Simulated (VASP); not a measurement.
# Rh (P6_3/mmc) in VASP: notebook, part 2 of 3

VASP 6.6.1. Earlier steps stand in the parts before.

## (3) Single point, PBEsol (biaxial strain in the a-b plane: +6.0 %)

Input file INCAR:

```
SYSTEM = Rh
ALGO     = Fast           ! electronic algorithm
EDIFF    = 1E-6           ! SCF threshold, eV
ENCUT    = 520            ! plane-wave cutoff, eV
GGA      = PS             ! functional
ISIF     = 2              ! what is computed and relaxed
ISMEAR   = 0              ! smearing method
LASPH    = .True.         ! aspherical terms in the spheres
LCHARG   = .False.        ! write CHGCAR
LREAL    = .False.        ! projectors in reciprocal space
LWAVE    = .False.        ! write WAVECAR
NBANDS   = 22             ! bands
NELM     = 60             ! most SCF steps
PREC     = Accurate       ! precision mode
SIGMA    = 0.1            ! smearing width, eV
```

Input file KPOINTS:

```
k-points
0
Gamma
  24 24 12
  0 0 0
```

Input file POSCAR:

```
Rh
1.0
    2.8500602498      0.0000000000      0.0000000000
   -1.4250301249      2.4682245786      0.0000000000
    0.0000000000      0.0000000000      4.1731755152
Rh
2
Direct
    0.6666666667      0.3333333333      0.7500000000
    0.3333333333      0.6666666667      0.2500000000
```

Potentials or basis: VASP PAW PBE potentials, release 64 (Rh_pv).

Run with:

```sh
> cat potpaw_PBE.64/Rh_pv/POTCAR > POTCAR
> mpirun -np 1 vasp_std > vasp.out
```

OUTCAR:

```text
SYSTEM = Rh
   EDIFF = 1E-6
   ENCUT = 520
   GGA = PS
   ISIF = 2
   ISMEAR = 0
   LASPH = .True.
   LREAL = .False.
   NELM = 60
   PREC = Accurate

 ion  position               nearest neighbor table
   1  0.667  0.333  0.750-   2 2.66   2 2.66   2 2.66   2 2.66   2 2.66   2 2.66
   2  0.333  0.667  0.250-   1 2.66   1 2.66   1 2.66   1 2.66   1 2.66   1 2.66

  LATTYP: Found a hexagonal cell.
 ALAT       =     2.8500602498
 C/A-ratio  =     1.4642411561

  Lattice vectors:

 A1 = (   2.8500602498,   0.0000000000,   0.0000000000)
 A2 = (  -1.4250301249,   2.4682245786,   0.0000000000)
 A3 = (   0.0000000000,   0.0000000000,   4.1731755152)

Analysis of symmetry for initial positions (statically):
=====================================================================
 Subroutine PRICEL returns:
 Original cell was already a primitive cell.

 Routine SETGRP: Setting up the symmetry group for a
 hexagonal supercell.

 Subroutine GETGRP returns: Found 24 space group operations
 (whereof 12 operations were pure point group operations)
 out of a pool of 24 trial point group operations.

The static configuration has the point symmetry D_3d.
 The point group associated with its full space group is D_6h.

Analysis of symmetry for dynamics (positions and initial velocities):
=====================================================================
 Subroutine PRICEL returns:
 Original cell was already a primitive cell.

 Routine SETGRP: Setting up the symmetry group for a
 hexagonal supercell.

 Subroutine GETGRP returns: Found 24 space group operations
 (whereof 12 operations were pure point group operations)
 out of a pool of 24 trial point group operations.

The dynamic configuration has the point symmetry D_3d.
 The point group associated with its full space group is D_6h.

 Subroutine INISYM returns: Found 24 space group operations
 (whereof 12 operations are pure point group operations),
 and found     1 'primitive' translations

----------------------------------------------------------------------------------------

                                     Primitive cell

  volume of cell :      29.3566

  direct lattice vectors                    reciprocal lattice vectors
     2.850060250  0.000000000  0.000000000     0.350869775  0.202574759  0.000000000
    -1.425030125  2.468224579  0.000000000     0.000000000  0.405149519  0.000000000
     0.000000000  0.000000000  4.173175515     0.000000000  0.000000000  0.239625675

  length of vectors
     2.850060250  2.850060250  4.173175515     0.405149519  0.405149519  0.239625675

  position of ions in fractional coordinates (direct lattice)
     0.666666667  0.333333333  0.750000000
     0.333333333  0.666666667  0.250000000

  ion indices of the primitive-cell ions
   primitive index   ion index
                 1           1
                 2           2

----------------------------------------------------------------------------------------

 KPOINTS: k-points

Automatic generation of k-mesh.
 Grid dimensions read from file:
 generate k-points for:   24   24   12

 Generating k-lattice:

  Cartesian coordinates                     Fractional coordinates (reciprocal lattice)
     0.014619574  0.008440615  0.000000000     0.041666667  0.000000000  0.000000000
     0.000000000  0.016881230  0.000000000     0.000000000  0.041666667  0.000000000
     0.000000000  0.000000000  0.019968806     0.000000000  0.000000000  0.083333333

  Length of vectors
     0.016881230  0.016881230  0.019968806

  Shift w.r.t. Gamma in fractional coordinates (k-lattice)
     0.000000000  0.000000000  0.000000000

 Subroutine IBZKPT returns following result:
 ===========================================

 Found    427 irreducible k-points:

 Following reciprocal coordinates:
            Coordinates               Weight
  0.000000  0.000000  0.000000      1.000000
  0.041667 -0.000000  0.000000      6.000000
  0.083333 -0.000000  0.000000      6.000000
  0.125000  0.000000  0.000000      6.000000
  0.166667  0.000000  0.000000      6.000000
  0.208333  0.000000  0.000000      6.000000
[... 16 lines left out ...]
  0.416667  0.041667  0.000000     12.000000
  0.458333  0.041667  0.000000     12.000000
 [... further k-points ...]
   k-points           NKPTS =    427   k-points in BZ     NKDIM =    427   number of bands    NBANDS=     22
   number of dos      NEDOS =    301   number of ions     NIONS =      2
   total plane-waves  NPLWV =  18432
   dimension x,y,z NGX =    24 NGY =   24 NGZ =   32
   dimension x,y,z NGXF=    48 NGYF=   48 NGZF=   64
   ions per type =               2
   NGX,Y,Z   is equivalent  to a cutoff of  14.00, 14.00, 12.75 a.u.
   NGXF,Y,Z  is equivalent  to a cutoff of  28.00, 28.00, 25.50 a.u.
 SYSTEM =  Rh
   PREC   = accura    normal or accurate (medium, high low for compatibility)
   ISTART =      0    job   : 0-new  1-cont  2-samecut
   ICHARG =      2    charge: 1-file 2-atom 10-const
   ISPIN  =      1    spin polarized calculation?
   LNONCOLLINEAR =      F non collinear calculations
   LSORBIT =      F    spin-orbit coupling
   LASPH  =      T    aspherical Exc in radial PAW
   ENCUT  =  520.0 eV  38.22 Ry    6.18 a.u.   5.30  5.30  7.76*2*pi/ulx,y,z
   NELM   =     60;   NELMIN=  2; NELMDL= -5     # of ELM steps
   EDIFF  = 0.1E-05   stopping-criterion for ELM
   LREAL  =      F    real-space projection
   EDIFFG = 0.1E-04   stopping-criterion for IOM
   NSW    =      0    number of steps for IOM
   IBRION =     -1    ionic relax: 0-MD 1-quasi-New 2-CG
   NFREE  =      0    steps in history (QN), initial steepest desc. (CG)
   ISIF   =      2    stress and relaxation
   ISYM   =      2    0-nonsym 1-usesym 2-fastsym
   POTIM  = 0.5000    time-step for ionic-motion
   TEBEG  =    0.0;   TEEND  =   0.0 temperature during run
   PSTRESS=    0.0 pullay stress
   NELECT =      30.0000    total number of electrons
   NUPDOWN=      -1.0000    fix difference up-down
   EMIN   =  10.00;   EMAX   =-10.00  energy-range for DOS
   EFERMI =   0.00;   METHOD = LEGACY
   ISMEAR =     0;   SIGMA  =   0.10  broadening in eV -4-tet -1-fermi 0-gaus
   EFERMI_NEDOS =   21; number of points for ismear=-14 and -15
   IALGO  =     68    algorithm
   IMIX   =      4    mixing-type and parameters
     AMIX     =   0.40;   BMIX     =  1.00
     AMIX_MAG =   1.60;   BMIX_MAG =  1.00
  volume/ion in A,a.u.               =      14.68        99.05
  Fermi-wavevector in a.u.,A,eV,Ry     =   1.648973  3.116107 36.995750  2.719111
  Thomas-Fermi vector in A             =   2.738171
   LORBIT       =      0    0 simple, 1 ext, 2 COOP (PROOUT), +10 PAW based schemes
   GGA     = PS    functional components
   LHFCALC =     F    Hartree Fock is set to
   AEXX    =    0.0000 exact exchange contribution
   IVDW    =     0    specifies the selected vdW correction
   LEPSILON=     F    determine dielectric tensor
   LRPA    =     F    only Hartree local field effects (RPA)
 non-spin polarized calculation
 RMM-DIIS sequential band-by-band and
 Gauss-broadening in eV      SIGMA  =   0.10
  energy-cutoff  :      520.00
  volume of cell :       29.36
 maximum number of plane-waves:       815
 NGX is ok and might be reduce to    24
   NGX = 11   NGY = 11   NGZ = 15

 number of electron      30.0000001 magnetization

 Free energy of the ion-electron system (eV)
  ---------------------------------------------------
  ext. energy  EPLUGINS =         0.00000000
  ---------------------------------------------------
  free energy    TOTEN  =       -15.95375433 eV

  energy without entropy =      -15.93331783  energy(sigma->0) =      -15.94353608

 E-fermi :  10.7053     XC(G=0): -13.7880

 val. band max:       10.7052266202   @ k =   0.2083   0.1250   0.5000
 cond. band min:      10.7055999758   @ k =   0.3750   0.1667   0.3333
 fundamental gap:      0.0003733556
 Fermi energy:        10.7053497835

 k-point     1 :       0.0000    0.0000    0.0000
  band No.  band energies     occupation
      1     -36.3609      2.00000
      2     -35.7368      2.00000
      3     -35.7368      2.00000
      4     -35.6145      2.00000
      5     -35.5902      2.00000
      6     -35.5902      2.00000
[... 14 lines left out ...]
     21      29.3751      0.00000
     22      30.0528      0.00000
[... 552 lines left out ...]
  band No.  band energies     occupation
      1     -36.0751      2.00000
      2     -36.0374      2.00000
      3     -35.8991      2.00000
      4     -35.8530      2.00000
      5     -35.8300      2.00000
      6     -35.6291      2.00000
[... 14 lines left out ...]
     21      21.9703      0.00000
     22      24.9297      0.00000

 [... further k-points ...]

------------------------ aborting loop because EDIFF is reached ----------------------------------------

  FORCE on cell =-STRESS in cart. coord.  units (eV):
  Direction    XX          YY          ZZ          XY          YZ          ZX
  --------------------------------------------------------------------------------------
  -------------------------------------------------------------------------------------
  Total       -4.0808637     -4.0808637     -0.8853203      0.0000000      0.0000000      0.0000000
  in kB     -222.7190200   -222.7190200    -48.3176330      0.0000000      0.0000000      0.0000000
  external PRESSURE =    -164.5852243 kB  Pullay stress =       0.0000000 kB

 VOLUME and BASIS-vectors are now :
 -----------------------------------------------------------------------------
  energy-cutoff  :      520.00
  volume of cell :       29.36
      direct lattice vectors                 reciprocal lattice vectors
     2.850060250  0.000000000  0.000000000     0.350869775  0.202574759  0.000000000
    -1.425030125  2.468224579  0.000000000     0.000000000  0.405149519  0.000000000
     0.000000000  0.000000000  4.173175515     0.000000000  0.000000000  0.239625675

 POSITION                                       TOTAL-FORCE (eV/Angst)
 -----------------------------------------------------------------------------------
      1.42503      0.82274      3.12988        -0.000000      0.000000      0.000000
     -0.00000      1.64548      1.04329         0.000000      0.000000      0.000000
 -----------------------------------------------------------------------------------
    total drift:                               -0.000000      0.000000     -0.000000

  FREE ENERGIE OF THE ION-ELECTRON SYSTEM (eV)
  ---------------------------------------------------
  free  energy   TOTEN  =       -15.9537543275 eV

  energy  without entropy=      -15.9333178326  energy(sigma->0) =      -15.94353608
```

Run time: 86 s. Hardware: 1 thread of AMD EPYC 9R45 (Zen 5), shared host; peak memory 0.29 GiB.

What came out:

| Property | Result |
| --- | --- |
| Free energy | -15.9538 eV |
| Pressure | -16.5 GPa |
| Band gap on the k mesh | zero (bands 15 and 16 overlap by 1.82 eV) |

Stress tensor (GPa, compression positive):
```
-22.27   0.00   0.00
  0.00 -22.27   0.00
  0.00   0.00  -4.83
```

Caveat: the cell differs from its parent crystal (biaxial strain in the a-b plane: +6.0 %); the cell stands under tension; the PAW data sets were made with another functional, which shifts forces and pressure a little.

## (4) Single point, PBEsol (uniaxial strain along c: +2.0 %, then relaxed in part)

Input file INCAR:

```
PREC = Accurate
ENCUT = 520
EDIFF = 1E-6
ISMEAR = 0
SIGMA = 0.1
LREAL = False
LASPH = True
NELM = 100
ALGO = Fast
ISIF = 2
LWAVE = False
LCHARG = False
GGA = PS
NBANDS = 22
```

Input file KPOINTS:

```
regular mesh
0
Gamma
  24 24 12
```

Input file POSCAR:

```
Rh
1.0
    2.6727681344      0.0000000000      0.0000000000
   -1.3363840672      2.3146851028      0.0000000000
    0.0000000000      0.0000000000      4.4156006486
Rh
2
Direct
    0.6666667058      0.3333332942      0.7500000000
    0.3333332942      0.6666667058      0.2500000000
```

Run with:

```sh
> cat potpaw_PBE.64/Rh_pv/POTCAR > POTCAR
> mpirun -np 1 vasp_std > vasp.out
```

Wall time 2.8 min (1 thread of Intel Xeon Platinum 8259CL at 2.50GHz (Skylake/Cascade Lake), shared host); peak memory 0.3 GiB.

The run converged. Its results:

```yaml
Free_energy: -16.1937 eV
Pressure: -2.2 GPa
Band_gap_on_the_k_mesh: zero (bands 15 and 16 overlap by 2.54 eV)
```

Stress tensor (GPa, compression positive):
```
 0.01  0.00  0.00
 0.00  0.01  0.00
 0.00  0.00 -6.68
```

Levels at points of the mesh, in eV from the Fermi level:
```tsv
k point	band 13	band 14	band 15	band 16	band 17	band 18
(0.00, 0.00, 0.00)	-2.58	-1.78	-1.78	0.16	0.16	0.43
(0.50, 0.00, 0.00)	-2.15	0.55	0.59	0.83	3.08	5.21
(0.00, 0.00, 0.50)	-3.14	-3.14	-0.43	-0.43	-0.43	-0.43
(0.50, 0.00, 0.50)	-0.32	-0.32	0.72	0.72	2.66	2.66
```

Caveat: the cell differs from its parent crystal (uniaxial strain along c: +2.0 %, then relaxed in part); the PAW data sets were made with another functional, which shifts forces and pressure a little.

(Continued in part 3 of 3.)
